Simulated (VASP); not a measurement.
# Li (Pmmn) in VASP: further runs

The runs below take Li through single point, with PBE+D3(BJ).

All numbers are computed with VASP 6.6.1; they aren't measurements. Logs are shortened: lines on timing, memory, paths and dates and some standing lists are left out, and cuts for length are marked.

**1. The cell of the first run**

It takes space group Pmmn (No. 59, orthorhombic). Conventional cell: a = 2.954 Å, b = 4.177 Å, c = 2.954 Å, α = 90.00°, β = 90.00°, γ = 90.00°. Within 3.4 Å of Li (site symmetry mm2) lie 8 Li at 2.61 to 2.95 Å.

**2. Single point, PBE+D3(BJ) (mode 4 frozen in at -0.340 Å and mode 5 at -0.340 Å (largest displacements))**

Contents of INCAR:

```
SYSTEM = Li
ALGO = Normal
EDIFF = 1E-6
ENCUT = 520
GGA = PE
ISIF = 2
ISMEAR = 0
IVDW = 12
LASPH = .TRUE.
LCHARG = .FALSE.
LREAL = .FALSE.
LWAVE = .FALSE.
NBANDS = 10
NELM = 100
PREC = Accurate
SIGMA = 0.15
```

Contents of KPOINTS:

```
k-points
0
G
  16 16 12
  0 0 0
```

Contents of POSCAR:

```
Li
1.0
    0.0000000000     -2.0886081792     -2.0886081792
    0.0000000000      2.0886081792     -2.0886081792
    4.1772163584      0.0000000000      0.0000000000
Li
2
Direct
    0.6627878332      0.5000000000      0.5000000000
   -0.1627878332      0.0000000000      0.0000000000
```

Potentials or basis: VASP PAW PBE potentials, release 64 (Li_sv).

Command:

```sh
> cat potpaw_PBE.64/Li_sv/POTCAR > POTCAR
> mpirun -np 1 vasp_std > vasp.out
```

OUTCAR:

```text
SYSTEM = Li
   EDIFF = 1E-6
   ENCUT = 520
   GGA = PE
   ISIF = 2
   ISMEAR = 0
   IVDW = 12
   LASPH = .TRUE.
   LREAL = .FALSE.
   NELM = 100
   PREC = Accurate
 IVDW          = 12

 ion  position               nearest neighbor table
   1  0.663  0.500  0.500-
   2  0.837  0.000  0.000-

  LATTYP: Found a simple tetragonal cell.
 ALAT       =     2.9537380135
 C/A-ratio  =     1.4142135624

  Lattice vectors:

 A1 = (   0.0000000000,  -2.0886081792,  -2.0886081792)
 A2 = (   0.0000000000,   2.0886081792,  -2.0886081792)
 A3 = (   4.1772163584,   0.0000000000,   0.0000000000)

Analysis of symmetry for initial positions (statically):
=====================================================================
 Subroutine PRICEL returns:
 Original cell was already a primitive cell.

 Routine SETGRP: Setting up the symmetry group for a
 simple tetragonal supercell.

 Subroutine GETGRP returns: Found  8 space group operations
 (whereof  4 operations were pure point group operations)
 out of a pool of 16 trial point group operations.

The static configuration has the point symmetry C_2v.
 The point group associated with its full space group is D_2h.

Analysis of symmetry for dynamics (positions and initial velocities):
=====================================================================
 Subroutine PRICEL returns:
 Original cell was already a primitive cell.

 Routine SETGRP: Setting up the symmetry group for a
 simple tetragonal supercell.

 Subroutine GETGRP returns: Found  8 space group operations
 (whereof  4 operations were pure point group operations)
 out of a pool of 16 trial point group operations.

The dynamic configuration has the point symmetry C_2v.
 The point group associated with its full space group is D_2h.

 Subroutine INISYM returns: Found  8 space group operations
 (whereof  4 operations are pure point group operations),
 and found     1 'primitive' translations

----------------------------------------------------------------------------------------

                                     Primitive cell

  volume of cell :      36.4444

  direct lattice vectors                    reciprocal lattice vectors
     0.000000000 -2.088608179 -2.088608179     0.000000000 -0.239393872 -0.239393872
     0.000000000  2.088608179 -2.088608179     0.000000000  0.239393872 -0.239393872
     4.177216358  0.000000000  0.000000000     0.239393872  0.000000000  0.000000000

  length of vectors
     2.953738014  2.953738014  4.177216358     0.338554061  0.338554061  0.239393872

  position of ions in fractional coordinates (direct lattice)
     0.662787833  0.500000000  0.500000000
     0.837212167  0.000000000  0.000000000

  ion indices of the primitive-cell ions
   primitive index   ion index
                 1           1
                 2           2

----------------------------------------------------------------------------------------

 KPOINTS: k-points

Automatic generation of k-mesh.
 Grid dimensions read from file:
 generate k-points for:   16   16   12

 Generating k-lattice:

  Cartesian coordinates                     Fractional coordinates (reciprocal lattice)
     0.000000000 -0.014962117 -0.014962117     0.062500000  0.000000000  0.000000000
     0.000000000  0.014962117 -0.014962117     0.000000000  0.062500000  0.000000000
     0.019949489  0.000000000  0.000000000     0.000000000  0.000000000  0.083333333

  Length of vectors
     0.021159629  0.021159629  0.019949489

  Shift w.r.t. Gamma in fractional coordinates (k-lattice)
     0.000000000  0.000000000  0.000000000

 Subroutine IBZKPT returns following result:
 ===========================================

 Found    567 irreducible k-points:

 Following reciprocal coordinates:
            Coordinates               Weight
  0.000000  0.000000  0.000000      1.000000
  0.062500  0.000000  0.000000      2.000000
  0.000000  0.062500  0.000000      2.000000
  0.125000  0.000000  0.000000      2.000000
  0.000000  0.125000  0.000000      2.000000
  0.187500  0.000000  0.000000      2.000000
[... 16 lines left out ...]
  0.250000  0.062500  0.000000      4.000000
 -0.062500  0.250000  0.000000      4.000000
 [... further k-points ...]
   k-points           NKPTS =    567   k-points in BZ     NKDIM =    567   number of bands    NBANDS=     10
   number of dos      NEDOS =    301   number of ions     NIONS =      2
   total plane-waves  NPLWV =  18432
   dimension x,y,z NGX =    24 NGY =   24 NGZ =   32
   dimension x,y,z NGXF=    48 NGYF=   48 NGZF=   64
   ions per type =               2
   NGX,Y,Z   is equivalent  to a cutoff of  13.51, 13.51, 12.74 a.u.
   NGXF,Y,Z  is equivalent  to a cutoff of  27.02, 27.02, 25.47 a.u.
 SYSTEM =  Li
   PREC   = accura    normal or accurate (medium, high low for compatibility)
   ISTART =      0    job   : 0-new  1-cont  2-samecut
   ICHARG =      2    charge: 1-file 2-atom 10-const
   ISPIN  =      1    spin polarized calculation?
   LNONCOLLINEAR =      F non collinear calculations
   LSORBIT =      F    spin-orbit coupling
   LASPH  =      T    aspherical Exc in radial PAW
   ENCUT  =  520.0 eV  38.22 Ry    6.18 a.u.   5.49  5.49  7.77*2*pi/ulx,y,z
   NELM   =    100;   NELMIN=  2; NELMDL= -5     # of ELM steps
   EDIFF  = 0.1E-05   stopping-criterion for ELM
   LREAL  =      F    real-space projection
   EDIFFG = 0.1E-04   stopping-criterion for IOM
   NSW    =      0    number of steps for IOM
   IBRION =     -1    ionic relax: 0-MD 1-quasi-New 2-CG
   NFREE  =      0    steps in history (QN), initial steepest desc. (CG)
   ISIF   =      2    stress and relaxation
   ISYM   =      2    0-nonsym 1-usesym 2-fastsym
   POTIM  = 0.5000    time-step for ionic-motion
   TEBEG  =    0.0;   TEEND  =   0.0 temperature during run
   PSTRESS=    0.0 pullay stress
   NELECT =       6.0000    total number of electrons
   NUPDOWN=      -1.0000    fix difference up-down
   EMIN   =  10.00;   EMAX   =-10.00  energy-range for DOS
   EFERMI =   0.00;   METHOD = LEGACY
   ISMEAR =     0;   SIGMA  =   0.15  broadening in eV -4-tet -1-fermi 0-gaus
   EFERMI_NEDOS =   21; number of points for ismear=-14 and -15
   IALGO  =     38    algorithm
   IMIX   =      4    mixing-type and parameters
     AMIX     =   0.40;   BMIX     =  1.00
     AMIX_MAG =   1.60;   BMIX_MAG =  1.00
  volume/ion in A,a.u.               =      18.22       122.97
  Fermi-wavevector in a.u.,A,eV,Ry     =   0.897253  1.695562 10.953548  0.805063
  Thomas-Fermi vector in A             =   2.019814
   LORBIT       =      0    0 simple, 1 ext, 2 COOP (PROOUT), +10 PAW based schemes
   GGA     = PE    functional components
   LHFCALC =     F    Hartree Fock is set to
   AEXX    =    0.0000 exact exchange contribution
   IVDW    =    12    specifies the selected vdW correction
   LEPSILON=     F    determine dielectric tensor
   LRPA    =     F    only Hartree local field effects (RPA)
 non-spin polarized calculation
 Gauss-broadening in eV      SIGMA  =   0.15
  energy-cutoff  :      520.00
  volume of cell :       36.44
 maximum number of plane-waves:      1008
 NGX is ok and might be reduce to    24
   NGX = 11   NGY = 11   NGZ = 15

 number of electron       5.9999989 magnetization

 Free energy of the ion-electron system (eV)
  ---------------------------------------------------
  ext. energy  EPLUGINS =         0.00000000
  ---------------------------------------------------
  free energy    TOTEN  =        -3.53235762 eV

  energy without entropy =       -3.52334843  energy(sigma->0) =       -3.52785303

 E-fermi :   0.9606     XC(G=0):  -7.3045

 val. band max:        0.9536925862   @ k =  -0.0625   0.1250   0.2500
 cond. band min:       0.9731612745   @ k =  -0.1250   0.5000   0.5000
 fundamental gap:      0.0194686884
 Fermi energy:         0.9605582589

 k-point     1 :       0.0000    0.0000    0.0000
  band No.  band energies     occupation
      1     -45.6571      2.00000
      2     -45.5900      2.00000
      3      -2.7264      2.00000
      4       2.3499      0.00000
      5       6.1340      0.00000
      6       9.7832      0.00000
      7      10.5435      0.00000
      8      12.0026      0.00000
      9      14.2612      0.00000
     10      16.4673      0.00000

 k-point     2 :       0.0625    0.0000    0.0000
  band No.  band energies     occupation
      1     -45.6567      2.00000
      2     -45.5898      2.00000
      3      -2.6785      2.00000
      4       2.4117      0.00000
      5       6.1432      0.00000
      6       9.5325      0.00000
      7       9.8407      0.00000
      8      12.9719      0.00000
      9      14.1783      0.00000
     10      16.5087      0.00000

 k-point     3 :       0.0000    0.0625    0.0000
  band No.  band energies     occupation
      1     -45.6561      2.00000
      2     -45.5904      2.00000
      3      -2.6789      2.00000
      4       2.4163      0.00000
      5       6.0455      0.00000
      6       9.2666      0.00000
      7      10.7917      0.00000
      8      12.0081      0.00000
      9      14.8324      0.00000
     10      16.0811      0.00000

 k-point     4 :       0.1250    0.0000    0.0000
  band No.  band energies     occupation
      1     -45.6555      2.00000
      2     -45.5890      2.00000
      3      -2.5348      2.00000
      4       2.5963      0.00000
      5       6.1202      0.00000
      6       8.1994      0.00000
      7      10.0120      0.00000
      8      13.2162      0.00000
      9      15.0310      0.00000
     10      15.6296      0.00000
[... 222 lines left out ...]
 k-point    22 :      -0.0625    0.1875    0.0000
  band No.  band energies     occupation
      1     -45.6482      2.00000
      2     -45.5925      2.00000
      3      -2.2478      2.00000
      4       3.0091      0.00000
      5       5.0604      0.00000
      6       8.0784      0.00000
      7      10.3229      0.00000
      8      13.1082      0.00000
      9      13.4125      0.00000
     10      14.7522      0.00000

 k-point    23 :       0.2500    0.0625    0.0000
  band No.  band energies     occupation
      1     -45.6505      2.00000
      2     -45.5868      2.00000
      3      -1.9155      2.00000
      4       3.3833      0.00000
      5       4.8803      0.00000
      6       7.0786      0.00000
      7      10.0123      0.00000
      8      12.5430      0.00000
      9      12.7406      0.00000
     10      16.6129      0.00000

 k-point    24 :      -0.0625    0.2500    0.0000
  band No.  band energies     occupation
      1     -45.6422      2.00000
      2     -45.5948      2.00000
      3      -1.9121      2.00000
      4       3.4733      0.00000
      5       4.1153      0.00000
      6       8.1157      0.00000
      7      10.4622      0.00000
      8      11.8444      0.00000
      9      12.9985      0.00000
     10      14.4531      0.00000

 [... further k-points ...]

------------------------ aborting loop because EDIFF is reached ----------------------------------------

 Edisp (eV)   -0.37917

 E8    (eV) :    -0.1587

  FORCE on cell =-STRESS in cart. coord.  units (eV):
  Direction    XX          YY          ZZ          XY          YZ          ZX
  --------------------------------------------------------------------------------------
  -------------------------------------------------------------------------------------
  Total       1.10985    -0.40990    -0.40990     0.00000    -1.12918     0.00000
  in kB      48.79135   -18.01993   -18.01993     0.00000   -49.64141     0.00000
  external pressure =        4.25 kB  Pullay stress =        0.00 kB

 VOLUME and BASIS-vectors are now :
 -----------------------------------------------------------------------------
  energy-cutoff  :      520.00
  volume of cell :       36.44
      direct lattice vectors                 reciprocal lattice vectors
     0.000000000 -2.088608179 -2.088608179     0.000000000 -0.239393872 -0.239393872
     0.000000000  2.088608179 -2.088608179     0.000000000  0.239393872 -0.239393872
     4.177216358  0.000000000  0.000000000     0.239393872  0.000000000  0.000000000

 POSITION                                       TOTAL-FORCE (eV/Angst)
 -----------------------------------------------------------------------------------
      2.08861     -0.34000     -2.42861         0.000000      0.246354      0.246354
      0.00000     -1.74861     -1.74861         0.000000     -0.246354     -0.246354
 -----------------------------------------------------------------------------------
    total drift:                                0.000000     -0.000000     -0.000000

  FREE ENERGIE OF THE ION-ELECTRON SYSTEM (eV)
  ---------------------------------------------------
  free  energy   TOTEN  =        -3.9115299876 eV

  energy  without entropy=       -3.9025207949  energy(sigma->0) =       -3.90702539
```

Wall time 75 s (1 thread of Intel Xeon Platinum 8259CL at 2.50GHz (Skylake/Cascade Lake), shared host); peak memory 0.27 GiB.

What came out:

* Free energy: -3.9115 eV
* Largest force: 0.348 eV/Å
* Band gap on the k mesh: zero (band 3 reaches 3.67 eV, above the bottom of band 4 at -1.18 eV)
* Dispersion energy per atom: -0.190 eV

Forces on the atoms (eV/Å):
```
Li   0.000  0.246  0.246
Li   0.000 -0.246 -0.246
```

Caveat: the cell differs from its parent crystal (mode 4 frozen in at -0.340 Å and mode 5 at -0.340 Å (largest displacements)); the cutoff is under 1.25 times the usual one of these potentials, so pressure, stress and relaxed cells hold a basis-set (Pulay) error; pairwise dispersion overbinds metals, which lowers pressure and volume.

[end of part 1 of 2]
